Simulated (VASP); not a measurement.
# InSe (R3m) in VASP: further runs

The runs below take InSe through single point, relaxation of cell and atoms, with PBEsol, BLYP+D3(BJ).

Program: VASP 6.6.1. These are calculated values, not measurements. Logs are shortened: lines on timing, memory, paths and dates and some standing lists are left out, and cuts for length are marked.

**Measured values to compare with.**

“The Interaction of Hydrogen with the van der Waals Crystal γ-InSe”, 2020, pmc:7321205 reports, for a bulk crystal of InSe at 300 K: band gap 1.25 eV.

The runs below are set against these values where they give the same quantity.

**1. The cell of the first run**

It takes space group R3m (No. 160, trigonal). Conventional cell: a = 4.012 Å, b = 4.012 Å, c = 25.240 Å, α = 90.00°, β = 90.00°, γ = 120.00°. In (site symmetry 3m) has 3 Se at 2.64 Å and 1 In at 2.78 Å within 3.5 Å. Within 3.5 Å of In (site symmetry 3m) lie 3 Se at 2.64 Å and 1 In at 2.78 Å. Se (site symmetry 3m) has 3 In at 2.64 Å within 3.5 Å. Within 3.5 Å of Se (site symmetry 3m) lie 3 In at 2.64 Å.

**2. Single point, PBEsol**

The input, INCAR:

```
PREC     = Accurate       # precision mode
ENCUT    = 520            # plane-wave cutoff, eV
EDIFF    = 1E-6           # SCF threshold, eV
ISMEAR   = 0              # smearing method
SIGMA    = 0.01           # smearing width, eV
LREAL    = False          # projectors in reciprocal space
LASPH    = True           # aspherical terms in the spheres
NELM     = 80             # most SCF steps
ALGO     = Normal         # electronic algorithm
ISIF     = 2              # what is computed and relaxed
LWAVE    = False          # write WAVECAR
LCHARG   = True           # write CHGCAR
GGA      = PS             # functional
LELF     = True           # ELF
LVHAR    = True         
NBANDS   = 27             # bands
```

The input, KPOINTS:

```
regular mesh
0
Gamma
  6 6 6
```

The input, POSCAR:

```
InSe
1.0
    8.7262052719     -0.0117176452     -0.0070138730
    7.8092440912      3.8939058122     -0.0070138730
    7.8092440912      1.8334521390      3.4352590765
In Se
2 2
Direct
    0.0006607702      0.0006607702      0.0006607702
    0.1106788551      0.1106788551      0.1106788551
    0.6168010598      0.6168010598      0.6168010598
    0.8278593149      0.8278593149      0.8278593149
```

Potentials or basis: VASP PAW PBE potentials, release 64 (In_d, Se).

On the command line:

```bash
$ cat potpaw_PBE.64/In_d/POTCAR potpaw_PBE.64/Se/POTCAR > POTCAR
$ mpirun -np 1 vasp_std > vasp.out
```

OUTCAR:

```text
PREC = Accurate
   ENCUT = 520
   EDIFF = 1E-6
   ISMEAR = 0
   LREAL = False
   LASPH = True
   NELM = 80
   ISIF = 2
   GGA = PS

 ion  position               nearest neighbor table
   1  0.001  0.001  0.001-   3 2.64   3 2.64   3 2.64   2 2.78
   2  0.111  0.111  0.111-   4 2.64   4 2.64   4 2.64   1 2.78
   3  0.617  0.617  0.617-   1 2.64   1 2.64   1 2.64
   4  0.828  0.828  0.828-   2 2.64   2 2.64   2 2.64

  LATTYP: Found a trigonal (rhomboedric) cell.
 ALAT       =     8.7262159579
 COS(alpha) =     0.8943179300

  Lattice vectors:

 A1 = (   8.7262052719,  -0.0117176452,  -0.0070138730)
 A2 = (   7.8092440912,   3.8939058122,  -0.0070138730)
 A3 = (   7.8092440912,   1.8334521390,   3.4352590765)

Analysis of symmetry for initial positions (statically):
=====================================================================
 Subroutine PRICEL returns:
 Original cell was already a primitive cell.

 Routine SETGRP: Setting up the symmetry group for a
 trigonal (rhombohedral) supercell.

 Subroutine GETGRP returns: Found  6 space group operations
 (whereof  6 operations were pure point group operations)
 out of a pool of 12 trial point group operations.

The static configuration has the point symmetry C_3v.

Analysis of symmetry for dynamics (positions and initial velocities):
=====================================================================
 Subroutine PRICEL returns:
 Original cell was already a primitive cell.

 Routine SETGRP: Setting up the symmetry group for a
 trigonal (rhombohedral) supercell.

 Subroutine GETGRP returns: Found  6 space group operations
 (whereof  6 operations were pure point group operations)
 out of a pool of 12 trial point group operations.

The dynamic configuration has the point symmetry C_3v.

 Subroutine INISYM returns: Found  6 space group operations
 (whereof  6 operations are pure point group operations),
 and found     1 'primitive' translations

----------------------------------------------------------------------------------------

                                     Primitive cell

  volume of cell :     117.2668

  direct lattice vectors                    reciprocal lattice vectors
     8.726205272 -0.011717645 -0.007013873     0.114179244 -0.229234097 -0.137213476
     7.809244091  3.893905812 -0.007013873     0.000233600  0.256095912 -0.137213476
     7.809244091  1.833452139  3.435259076     0.000233600  0.000054845  0.290538554

  length of vectors
     8.726215958  8.726215958  8.726215958     0.290538653  0.290538653  0.290538653

  position of ions in fractional coordinates (direct lattice)
     0.000660770  0.000660770  0.000660770
     0.110678855  0.110678855  0.110678855
     0.616801060  0.616801060  0.616801060
     0.827859315  0.827859315  0.827859315

  ion indices of the primitive-cell ions
   primitive index   ion index
                 1           1
                 2           2
                 3           3
                 4           4

----------------------------------------------------------------------------------------

 KPOINTS: regular mesh

Automatic generation of k-mesh.
 Grid dimensions read from file:
 generate k-points for:    6    6    6

 Generating k-lattice:

  Cartesian coordinates                     Fractional coordinates (reciprocal lattice)
     0.019029874 -0.038205683 -0.022868913     0.166666667  0.000000000 -0.000000000
     0.000038933  0.042682652 -0.022868913     0.000000000  0.166666667  0.000000000
     0.000038933  0.000009141  0.048423092    -0.000000000 -0.000000000  0.166666667

  Length of vectors
     0.048423109  0.048423109  0.048423109

  Shift w.r.t. Gamma in fractional coordinates (k-lattice)
     0.000000000  0.000000000  0.000000000

 Subroutine IBZKPT returns following result:
 ===========================================

 Found     32 irreducible k-points:

 Following reciprocal coordinates:
            Coordinates               Weight
  0.000000  0.000000  0.000000      1.000000
  0.166667 -0.000000  0.000000      6.000000
  0.333333 -0.000000  0.000000      6.000000
  0.500000 -0.000000  0.000000      3.000000
  0.166667  0.166667  0.000000      6.000000
  0.333333  0.166667  0.000000     12.000000
[... 16 lines left out ...]
  0.500000  0.500000  0.166667      6.000000
 -0.333333  0.500000  0.166667     12.000000
 [... further k-points ...]
   k-points           NKPTS =     32   k-points in BZ     NKDIM =     32   number of bands    NBANDS=     27
   number of dos      NEDOS =    301   number of ions     NIONS =      4
   total plane-waves  NPLWV = 343000
   dimension x,y,z NGX =    70 NGY =   70 NGZ =   70
   dimension x,y,z NGXF=   140 NGYF=  140 NGZF=  140
   ions per type =               2   2
   NGX,Y,Z   is equivalent  to a cutoff of  13.34, 13.34, 13.34 a.u.
   NGXF,Y,Z  is equivalent  to a cutoff of  26.67, 26.67, 26.67 a.u.
 SYSTEM =  unknown system
   PREC   = accura    normal or accurate (medium, high low for compatibility)
   ISTART =      0    job   : 0-new  1-cont  2-samecut
   ICHARG =      2    charge: 1-file 2-atom 10-const
   ISPIN  =      1    spin polarized calculation?
   LNONCOLLINEAR =      F non collinear calculations
   LSORBIT =      F    spin-orbit coupling
   LASPH  =      T    aspherical Exc in radial PAW
   ENCUT  =  520.0 eV  38.22 Ry    6.18 a.u.  16.22 16.22 16.22*2*pi/ulx,y,z
   NELM   =     80;   NELMIN=  2; NELMDL= -5     # of ELM steps
   EDIFF  = 0.1E-05   stopping-criterion for ELM
   LREAL  =      F    real-space projection
   EDIFFG = 0.1E-04   stopping-criterion for IOM
   NSW    =      0    number of steps for IOM
   IBRION =     -1    ionic relax: 0-MD 1-quasi-New 2-CG
   NFREE  =      0    steps in history (QN), initial steepest desc. (CG)
   ISIF   =      2    stress and relaxation
   ISYM   =      2    0-nonsym 1-usesym 2-fastsym
   POTIM  = 0.5000    time-step for ionic-motion
   TEBEG  =    0.0;   TEEND  =   0.0 temperature during run
   PSTRESS=    0.0 pullay stress
   NELECT =      38.0000    total number of electrons
   NUPDOWN=      -1.0000    fix difference up-down
   EMIN   =  10.00;   EMAX   =-10.00  energy-range for DOS
   EFERMI =   0.00;   METHOD = LEGACY
   ISMEAR =     0;   SIGMA  =   0.01  broadening in eV -4-tet -1-fermi 0-gaus
   EFERMI_NEDOS =   21; number of points for ismear=-14 and -15
   IALGO  =     38    algorithm
   IMIX   =      4    mixing-type and parameters
     AMIX     =   0.40;   BMIX     =  1.00
     AMIX_MAG =   1.60;   BMIX_MAG =  1.00
  volume/ion in A,a.u.               =      29.32       197.84
  Fermi-wavevector in a.u.,A,eV,Ry     =   1.124461  2.124923 17.203372  1.264412
  Thomas-Fermi vector in A             =   2.261133
   LORBIT       =      0    0 simple, 1 ext, 2 COOP (PROOUT), +10 PAW based schemes
   GGA     = PS    functional components
   LHFCALC =     F    Hartree Fock is set to
   AEXX    =    0.0000 exact exchange contribution
   IVDW    =     0    specifies the selected vdW correction
   LEPSILON=     F    determine dielectric tensor
   LRPA    =     F    only Hartree local field effects (RPA)
 non-spin polarized calculation
 Gauss-broadening in eV      SIGMA  =   0.01
  energy-cutoff  :      520.00
  volume of cell :      117.27
 maximum number of plane-waves:      3188
 NGX is ok and might be reduce to    70
   NGX = 33   NGY = 33   NGZ = 33

 number of electron      38.0000002 magnetization

 Free energy of the ion-electron system (eV)
  ---------------------------------------------------
  ext. energy  EPLUGINS =         0.00000000
  ---------------------------------------------------
  free energy    TOTEN  =       -15.59245349 eV

  energy without entropy =      -15.59245349  energy(sigma->0) =      -15.59245349

 E-fermi :   4.0635     XC(G=0):  -9.0846

 val. band max:        3.9423035088   @ k =   0.5000   0.5000   0.5000
 cond. band min:       4.2773328299   @ k =   0.5000   0.5000   0.5000
 fundamental gap:      0.3350293211
 Fermi energy:         4.0635420629

 k-point     1 :       0.0000    0.0000    0.0000
  band No.  band energies     occupation
      1     -10.8131      2.00000
      2     -10.6140      2.00000
      3     -10.6140      2.00000
      4     -10.5247      2.00000
      5     -10.5247      2.00000
      6     -10.5154      2.00000
[... 19 lines left out ...]
     26       9.3780      0.00000
     27      11.2815      0.00000

 k-point     2 :       0.1667   -0.0000    0.0000
  band No.  band energies     occupation
      1     -10.8193      2.00000
      2     -10.7057      2.00000
      3     -10.6314      2.00000
      4     -10.6108      2.00000
      5     -10.5231      2.00000
      6     -10.5056      2.00000
[... 19 lines left out ...]
     26       9.9413      0.00000
     27      10.6352      0.00000

 k-point     3 :       0.3333   -0.0000    0.0000
  band No.  band energies     occupation
      1     -10.9002      2.00000
      2     -10.7780      2.00000
      3     -10.7513      2.00000
      4     -10.6104      2.00000
      5     -10.5380      2.00000
      6     -10.4676      2.00000
[... 19 lines left out ...]
     26      10.4626      0.00000
     27      11.1463      0.00000

 k-point     4 :       0.5000   -0.0000    0.0000
  band No.  band energies     occupation
      1     -10.9497      2.00000
      2     -10.8353      2.00000
      3     -10.7488      2.00000
      4     -10.6119      2.00000
      5     -10.5452      2.00000
      6     -10.4491      2.00000
[... 19 lines left out ...]
     26      10.3062      0.00000
     27      10.8764      0.00000
[... 516 lines left out ...]
      4     -10.6235      2.00000
      5     -10.5314      2.00000
      6     -10.4616      2.00000
[... 19 lines left out ...]
     26      10.9786      0.00000
     27      11.5469      0.00000

 k-point    23 :       0.5000    0.5000    0.1667
  band No.  band energies     occupation
      1     -10.8911      2.00000
      2     -10.7899      2.00000
      3     -10.7488      2.00000
      4     -10.6108      2.00000
      5     -10.5379      2.00000
      6     -10.4675      2.00000
[... 19 lines left out ...]
     26      10.8744      0.00000
     27      11.1834      0.00000

 k-point    24 :      -0.3333    0.5000    0.1667
  band No.  band energies     occupation
      1     -10.9303      2.00000
      2     -10.8361      2.00000
      3     -10.7483      2.00000
      4     -10.6237      2.00000
      5     -10.5314      2.00000
      6     -10.4616      2.00000
[... 19 lines left out ...]
     26      11.0270      0.00000
     27      11.4332      0.00000

 [... further k-points ...]

------------------------ aborting loop because EDIFF is reached ----------------------------------------

  FORCE on cell =-STRESS in cart. coord.  units (eV):
  Direction    XX          YY          ZZ          XY          YZ          ZX
  --------------------------------------------------------------------------------------
  -------------------------------------------------------------------------------------
  Total        0.0323320      0.0409318      0.0412538     -0.0021369     -0.0003003     -0.0012791
  in kB        0.4417407      0.5592380      0.5636366     -0.0291953     -0.0041029     -0.0174755
  external PRESSURE =       0.5215384 kB  Pullay stress =       0.0000000 kB

 VOLUME and BASIS-vectors are now :
 -----------------------------------------------------------------------------
  energy-cutoff  :      520.00
  volume of cell :      117.27
      direct lattice vectors                 reciprocal lattice vectors
     8.726205272 -0.011717645 -0.007013873     0.114179244 -0.229234097 -0.137213476
     7.809244091  3.893905812 -0.007013873     0.000233600  0.256095912 -0.137213476
     7.809244091  1.833452139  3.435259076     0.000233600  0.000054845  0.290538554

 POSITION                                       TOTAL-FORCE (eV/Angst)
 -----------------------------------------------------------------------------------
      0.01609      0.00378      0.00226         0.018468      0.004336      0.002595
      2.69444      0.63260      0.37866        -0.017949     -0.004214     -0.002522
     15.01583      3.52541      2.11022        -0.017427     -0.004091     -0.002449
     20.15398      4.73175      2.83230         0.016907      0.003969      0.002376
 -----------------------------------------------------------------------------------
    total drift:                                0.000399      0.000094      0.000056

  FREE ENERGIE OF THE ION-ELECTRON SYSTEM (eV)
  ---------------------------------------------------
  free  energy   TOTEN  =       -15.5924534853 eV

  energy  without entropy=      -15.5924534853  energy(sigma->0) =      -15.59245349
```

It took 14 min on 1 thread of Intel Xeon 8259CL, shared host; peak memory 0.69 GiB.

What came out:

```yaml
Free_energy: -15.5925 eV
Pressure: 0.1 GPa
Largest_force: 0.019 eV/Å
Band_gap_on_the_k_mesh: 0.34 eV
```

Forces on the atoms (eV/Å):
```
In   0.018  0.004  0.003
In  -0.018 -0.004 -0.003
Se  -0.017 -0.004 -0.002
Se   0.017  0.004  0.002
```

Caveat: the PAW data sets were made with another functional, which shifts forces and pressure a little; spin-orbit coupling is left out, which moves the levels of the heavy elements.

**3. Single point, BLYP+D3(BJ)**

This run uses another cell than the first one, of 29.20 Å³/atom.

The input, INCAR:

```
  PREC = Accurate
  ENCUT = 520
  EDIFF = 1E-7
  ISMEAR = 0
  SIGMA = 0.01
  LREAL = False
  LASPH = True
  NELM = 100
  ALGO = Normal
  ISIF = 2
  LWAVE = False
  LCHARG = False
  GGA = B5
  ALDAX = 1.0
  AGGAX = 1.0
  AGGAC = 1.0
  ALDAC = 0.0
  IVDW = 12
  VDW_S6 = 1.0
  VDW_S8 = 2.6996
  VDW_A1 = 0.4298
  VDW_A2 = 4.2359
  NBANDS = 27
```

KPOINTS is that of step 2.

The input, POSCAR:

```
InSe
1.0
    8.4381278179     -0.1140041689     -0.0682398845
    7.5057455980      3.8573023008     -0.0682398845
    7.5057455980      1.7621968478      3.4319236575
In Se
2 2
Direct
   -0.0016773024     -0.0016773024     -0.0016773024
    0.1131436197      0.1131436197      0.1131436197
    0.6126616260      0.6126616260      0.6126616260
    0.8318720567      0.8318720567      0.8318720567
```

Potentials or basis: VASP PAW PBE potentials, release 64 (In_d, Se).

On the command line:

```bash
$ cat potpaw_PBE.64/In_d/POTCAR potpaw_PBE.64/Se/POTCAR > POTCAR
$ mpirun -np 1 vasp_std > vasp.out
```

OUTCAR:

```text
PREC = Accurate
   ENCUT = 520
   EDIFF = 1E-7
   ISMEAR = 0
   LREAL = False
   LASPH = True
   NELM = 100
   ISIF = 2
   GGA = B5
   IVDW = 12
 IVDW          = 12

 ion  position               nearest neighbor table
   1  0.998  0.998  0.998-   3 2.68   3 2.68   3 2.68   2 2.79
   2  0.113  0.113  0.113-   4 2.67   4 2.67   4 2.67   1 2.79
   3  0.613  0.613  0.613-   1 2.68   1 2.68   1 2.68
   4  0.832  0.832  0.832-   2 2.67   2 2.67   2 2.67

  LATTYP: Found a trigonal (rhomboedric) cell.
 ALAT       =     8.4391738164
 COS(alpha) =     0.8831740216

  Lattice vectors:

 A1 = (   8.4381278179,  -0.1140041689,  -0.0682398845)
 A2 = (   7.5057455980,   3.8573023008,  -0.0682398845)
 A3 = (   7.5057455980,   1.7621968478,   3.4319236575)

Analysis of symmetry for initial positions (statically):
=====================================================================
 Subroutine PRICEL returns:
 Original cell was already a primitive cell.

 Routine SETGRP: Setting up the symmetry group for a
 trigonal (rhombohedral) supercell.

[... 168 lines left out ...]
  energy without entropy =      -11.88713102  energy(sigma->0) =      -11.88713102

 E-fermi :   4.6887     XC(G=0):  -8.4077

 val. band max:        4.6409703475   @ k =   0.5000   0.5000   0.5000
 cond. band min:       4.7518531595   @ k =   0.5000   0.5000   0.5000
 fundamental gap:      0.1108828121
 Fermi energy:         4.6886782968

 k-point     1 :       0.0000    0.0000    0.0000
  band No.  band energies     occupation
      1     -10.3039      2.00000
      2     -10.1121      2.00000
      3     -10.1121      2.00000
      4     -10.0231      2.00000
      5     -10.0231      2.00000
      6     -10.0196      2.00000
[... 709 lines left out ...]
     26      11.6806      0.00000
     27      12.2815      0.00000

 [... further k-points ...]

------------------------ aborting loop because EDIFF is reached ----------------------------------------

 Edisp (eV)   -2.80186

 E8    (eV) :    -2.1068

  FORCE on cell =-STRESS in cart. coord.  units (eV):
  Direction    XX          YY          ZZ          XY          YZ          ZX
  --------------------------------------------------------------------------------------
  -------------------------------------------------------------------------------------
  Total       0.11560     0.09128     0.09037     0.00604     0.00085     0.00362
  in kB       1.58586     1.25223     1.23974     0.08290     0.01165     0.04962
  external pressure =        1.36 kB  Pullay stress =        0.00 kB

 VOLUME and BASIS-vectors are now :
 -----------------------------------------------------------------------------
  energy-cutoff  :      520.00
  volume of cell :      116.79
      direct lattice vectors                 reciprocal lattice vectors
     8.438127818 -0.114004169 -0.068239885     0.114381538 -0.224951838 -0.134650229
     7.505745598  3.857302301 -0.068239885     0.002320487  0.252351106 -0.134650229
     7.505745598  1.762196848  3.431923658     0.002320487  0.000544803  0.286027041

 POSITION                                       TOTAL-FORCE (eV/Angst)
 -----------------------------------------------------------------------------------
     23.41029      5.49626      3.28992         0.019360      0.004545      0.002721
      2.65317      0.62291      0.37286        -0.019826     -0.004655     -0.002786
     14.36668      3.37301      2.01899        -0.025969     -0.006097     -0.003650
     19.50708      4.57987      2.74139         0.026435      0.006206      0.003715
 -----------------------------------------------------------------------------------
    total drift:                               -0.000123     -0.000029     -0.000017

  FREE ENERGIE OF THE ION-ELECTRON SYSTEM (eV)
  ---------------------------------------------------
  free  energy   TOTEN  =       -14.6889883596 eV

  energy  without entropy=      -14.6889883596  energy(sigma->0) =      -14.68898836
```

Run time: 12 min. Hardware: 1 thread of Intel Xeon 8259CL, shared host; peak memory 0.55 GiB.

Results:

- Free energy: -14.6890 eV
- Pressure: 0.1 GPa
- Largest force: 0.027 eV/Å
- Band gap on the k mesh: 0.11 eV
- Dispersion energy per atom: -0.700 eV

Forces in eV/Å, atoms in the order of the input:
```
In   0.019  0.005  0.003
In  -0.020 -0.005 -0.003
Se  -0.026 -0.006 -0.004
Se   0.026  0.006  0.004
```

Levels at points of the mesh, in eV from the valence-band top:
```
           k point  band 17  band 18  band 19  band 20  band 21  band 22
(0.00, 0.00, 0.00)    -1.54    -1.32    -1.32     1.62     1.94     4.03
(0.50, 0.00, 0.00)    -2.50    -2.23    -1.63     1.07     1.88     3.75
(0.50, 0.50, 0.00)    -2.68    -2.03    -1.48     0.92     1.98     3.33
(0.50, 0.50, 0.50)    -1.24    -1.24     0.00     0.11     2.00     3.91
```

Caveat: the PAW data sets were made with another functional, which shifts forces and pressure a little; spin-orbit coupling is left out, which moves the levels of the heavy elements.

[end of part 1 of 2]
